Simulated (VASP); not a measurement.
# W (C2/m) in VASP: further runs, part 3 of 3

VASP 6.6.1. The steps go on from the part before.

## Step 6: Single point, LDA (atoms displaced along a vibrational mode)

File INCAR:

```
PREC = Accurate
ENCUT = 500
EDIFF = 1E-6
ISMEAR = 0
SIGMA = 0.15
LREAL = False
LASPH = True
NELM = 120
ALGO = Normal
ISIF = 2
LWAVE = False
LCHARG = False
GGA = CA
NBANDS = 21
GGA_COMPAT = False
```

File KPOINTS:

```
regular mesh
0
Gamma
  16 16 12
```

File POSCAR:

```
W
1.0
    0.0000000000     -1.9864787844     -1.9864787844
    0.0000000000      1.9864787844     -1.9864787844
    3.9729575688      0.0000000000      0.0000000000
W
2
Direct
    0.5406749876      0.4593250124      0.4931537150
   -0.0406749876      0.0406749876      0.0068462850
```

Potentials or basis: VASP PAW LDA potentials, release 64 (W_sv).

Command:

```
cat potpaw_LDA.64/W_sv/POTCAR > POTCAR
mpirun -np 1 vasp_std > vasp.out
```

OUTCAR:

```text
PREC = Accurate
   ENCUT = 500
   EDIFF = 1E-6
   ISMEAR = 0
   LREAL = False
   LASPH = True
   NELM = 120
   ISIF = 2
   GGA = CA

 ion  position               nearest neighbor table
   1  0.541  0.459  0.493-   2 2.55   2 2.63   2 2.79   2 2.79   2 2.87   2 2.87   2 3.01   2 3.08

   2  0.959  0.041  0.007-   1 2.55   1 2.63   1 2.79   1 2.79   1 2.87   1 2.87   1 3.01   1 3.08

  LATTYP: Found a simple tetragonal cell.
 ALAT       =     2.8093052383
 C/A-ratio  =     1.4142135624

  Lattice vectors:

 A1 = (   0.0000000000,  -1.9864787844,  -1.9864787844)
 A2 = (   0.0000000000,   1.9864787844,  -1.9864787844)
 A3 = (   3.9729575688,   0.0000000000,   0.0000000000)

Analysis of symmetry for initial positions (statically):
=====================================================================
 Subroutine PRICEL returns:
 Original cell was already a primitive cell.

 Routine SETGRP: Setting up the symmetry group for a
 simple tetragonal supercell.

 Subroutine GETGRP returns: Found  4 space group operations
 (whereof  2 operations were pure point group operations)
 out of a pool of 16 trial point group operations.
[... 161 lines left out ...]
  free energy    TOTEN  =       -27.01824750 eV

  energy without entropy =      -26.99515829  energy(sigma->0) =      -27.00670289

 E-fermi :  11.0558     XC(G=0): -13.8498

 val. band max:       11.0549793204   @ k =   0.5000   0.5000   0.2500
 cond. band min:      11.0571095487   @ k =   0.3125   0.0000   0.5000
 fundamental gap:      0.0021302283
 Fermi energy:        11.0557556446

 k-point     1 :       0.0000    0.0000    0.0000
  band No.  band energies     occupation
      1     -62.0921      2.00000
      2     -61.8703      2.00000
      3     -27.2806      2.00000
      4     -26.4294      2.00000
      5     -26.3718      2.00000
      6     -25.9710      2.00000
[... 565 lines left out ...]
     20      18.8965      0.00000
     21      22.8603      0.00000

 [... further k-points ...]

------------------------ aborting loop because EDIFF is reached ----------------------------------------

  FORCE on cell =-STRESS in cart. coord.  units (eV):
  Direction    XX          YY          ZZ          XY          YZ          ZX
  --------------------------------------------------------------------------------------
  -------------------------------------------------------------------------------------
  Total        2.4798721      0.3464122      2.0964607     -0.3987043      0.0000000      0.0000000
  in kB      126.7150128     17.7007601    107.1236874    -20.3727522      0.0000000      0.0000000
  external PRESSURE =      83.8464868 kB  Pullay stress =       0.0000000 kB

 VOLUME and BASIS-vectors are now :
 -----------------------------------------------------------------------------
  energy-cutoff  :      500.00
  volume of cell :       31.36
      direct lattice vectors                 reciprocal lattice vectors
     0.000000000 -1.986478784 -1.986478784     0.000000000 -0.251701656 -0.251701656
     0.000000000  1.986478784 -1.986478784     0.000000000  0.251701656 -0.251701656
     3.972957569  0.000000000  0.000000000     0.251701656  0.000000000  0.000000000

 POSITION                                       TOTAL-FORCE (eV/Angst)
 -----------------------------------------------------------------------------------
      1.95928     -0.16160     -1.98648         0.708259      1.228867      0.000000
      0.02720     -1.82488     -1.98648        -0.708259     -1.228867      0.000000
 -----------------------------------------------------------------------------------
    total drift:                                0.000000      0.000000     -0.000000

  FREE ENERGIE OF THE ION-ELECTRON SYSTEM (eV)
  ---------------------------------------------------
  free  energy   TOTEN  =       -27.0182474965 eV

  energy  without entropy=      -26.9951582851  energy(sigma->0) =      -27.00670289
```

OSZICAR:

```text
N       E                     dE             d eps       ncg     rms          rms(c)
DAV:   1     0.265529876685E+03    0.26553E+03   -0.15463E+04 34788   0.151E+03
DAV:   2    -0.193589968749E+02   -0.28489E+03   -0.27741E+03 37445   0.455E+02
DAV:   3    -0.281151225520E+02   -0.87561E+01   -0.85916E+01 39642   0.789E+01
DAV:   4    -0.281972458982E+02   -0.82123E-01   -0.82019E-01 37487   0.805E+00
DAV:   5    -0.281980514022E+02   -0.80550E-03   -0.80549E-03 39665   0.827E-01    0.302E+01
DAV:   6    -0.272727272132E+02    0.92532E+00   -0.10441E+00 37730   0.958E+00    0.126E+01
DAV:   7    -0.270273405693E+02    0.24539E+00   -0.56716E-01 38844   0.638E+00    0.568E-01
DAV:   8    -0.270183982053E+02    0.89424E-02   -0.15668E-02 36282   0.136E+00    0.101E-01
DAV:   9    -0.270182395089E+02    0.15870E-03   -0.30530E-04 41797   0.158E-01    0.522E-02
DAV:  10    -0.270182465011E+02   -0.69922E-05   -0.26705E-05 36719   0.393E-02    0.108E-02
DAV:  11    -0.270182474965E+02   -0.99546E-06   -0.20740E-06 31496   0.151E-02
   1 F= -.27018247E+02 E0= -.27006703E+02  d E =-.230892E-01
```

stdout:

```text
POSCAR found type information on POSCAR W
 POSCAR found :  1 types and       2 ions
 scaLAPACK will be used
 LDA part: xc-table for (Slater(with rela. corr.)+CA(PZ))
 , standard interpolation
 POSCAR, INCAR and KPOINTS ok, starting setup
 FFT: planning ... GRIDC
 FFT: planning ... GRID_SOFT
 FFT: planning ... GRID
 WAVECAR not read
 entering main loop
```

Wall time 7.6 min (1 thread of Intel Xeon 8259CL, shared host); peak memory 0.47 GiB.

What came out:

```
Free energy            : -27.0182 eV
Pressure               : 8.4 GPa
Largest force          : 1.418 eV/Å
Band gap on the k mesh : zero (bands 14 and 15 overlap by 3.87 eV)
```

Forces in eV/Å, atoms in the order of the input:
```
W    0.708  1.229  0.000
W   -0.708 -1.229  0.000
```

Levels at points of the mesh, in eV from the Fermi level:
```
           k point  band 12  band 13  band 14  band 15  band 16  band 17
(0.00, 0.00, 0.00)    -1.11    -0.76    -0.33     2.10     2.97     3.60
(0.50, 0.00, 0.00)    -2.66    -1.74    -1.37     0.81     1.29     1.69
(0.50, 0.50, 0.00)    -4.59     2.41     3.42     4.94     5.15     5.87
(0.00, 0.00, 0.50)    -3.32    -0.88    -0.32     1.86     2.02     2.06
(0.50, 0.00, 0.50)    -1.35    -0.66    -0.57     0.96     1.00     4.57
(0.50, 0.50, 0.50)    -2.13    -2.00    -1.86     1.74     1.81     6.05
```

Caveat: the cell differs from its parent crystal (atoms displaced along a vibrational mode); the cell stands under pressure; spin-orbit coupling is left out, which moves the levels of the heavy elements; forces of over 1 eV/Å act on the atoms, so gaps and moduli don't describe the material at rest.

## Step 7: The runs side by side

```tsv
cell	gap on the mesh (eV)	pressure (GPa)	largest force (eV/Å)
as given, atomic positions A	none	5.3	0.99
as given, atomic positions B	none	12.6	1.97
as given, atomic positions C	none	9.0	1.60
as given, atomic positions D	none	5.6	1.17
as given, atomic positions E	none	8.4	1.42
```

Alike in all rows: task single point; level LDA; potentials or basis VASP PAW LDA potentials, release 64 (W_sv); no spin polarisation; k mesh 16 × 16 × 12; cutoff (eV) 500; smearing gaussian 0.15 eV.

Caveats: the cell stands under pressure; spin-orbit coupling is left out, which moves the levels of the heavy elements; forces of over 1 eV/Å act on the atoms, so gaps and moduli don't describe the material at rest (at least some runs).

Absolute energies hang on the potentials; compare differences alone.
